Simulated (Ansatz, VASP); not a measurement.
One calculation of W, two programs

File INCAR:

```
SYSTEM = W
PREC     = Accurate       ! precision mode
ENCUT    = 520            ! plane-wave cutoff, eV
EDIFF    = 1E-7           ! SCF threshold, eV
ISMEAR   = 0              ! smearing method
SIGMA    = 0.15           ! smearing width, eV
LREAL    = .False.        ! projectors in reciprocal space
LASPH    = .True.         ! aspherical terms in the spheres
NELM     = 60             ! most SCF steps
ALGO     = Fast           ! electronic algorithm
ISIF     = 2              ! what is computed and relaxed
LWAVE    = .False.        ! write WAVECAR
LCHARG   = .False.        ! write CHGCAR
NBANDS   = 13             ! bands
```

The input KPOINTS:

```
Automatic mesh
0
Gamma
  22 22 22
  0 0 0
```

The input POSCAR:

```
W
1.0
    0.0000000000      2.0447939603      1.8448131110
    2.0447939603      0.0000000000      1.8448131110
    2.0447939603      2.0447939603      0.0000000000
W
1
Direct
    0.0000000000      0.0000000000      0.0000000000
```

Input for Ansatz:

```yaml
crystal:
  lattice:
    - [0.0, 2.0447939603, 1.844813111]
    - [2.0447939603, 0.0, 1.844813111]
    - [2.0447939603, 2.0447939603, 0.0]
  atoms:
    - { symbol: W, position: [0.0, 0.0, 0.0] }
basis:
  ecutwfc: 420
kpoints:
  mp_grid: { grid: [22, 22, 22] }
hamiltonian:
  xc: lda
  pseudopotentials: { kind: paw, azcp: { folder: soft_1 } }
scf:
  occupations: { method: gaussian, width: 0.15 }
output:
  forces: true
  stress: true
  eigenvalues: true
```

Alike in both runs: task single point; functional LDA; k mesh 22 × 22 × 22; occupations gaussian, width 0.15 eV; no spin polarisation.

|  | VASP | Ansatz |
| --- | --- | --- |
| version | VASP 6.6.1 | Ansatz 0.2.0 |
| potentials or method | VASP PAW LDA potentials, release 64 (W_sv), cutoff 520 eV | scalar-relativistic, plane waves, PAW |
| valence electrons in the cell | 14 | 14 |

|  | VASP | Ansatz | Ansatz less VASP |
| --- | --- | --- | --- |
| gap on the k mesh at the Fermi level (eV) | none | none | - |
| pressure (GPa) | 6.8 | 4.9 | -1.84 |
| traceless stress, the component that is largest in VASP (GPa) | -18.22 | -18.20 | +0.020 |

Ansatz warns that its potentials were made for another functional, while VASP's fit it. LDA's correlation is that of Perdew and Zunger in VASP and of Perdew and Wang (1992) in Ansatz. A gap of «none» marks a metal or a gap that the smearing closes.

Neither program's run includes spin-orbit coupling.
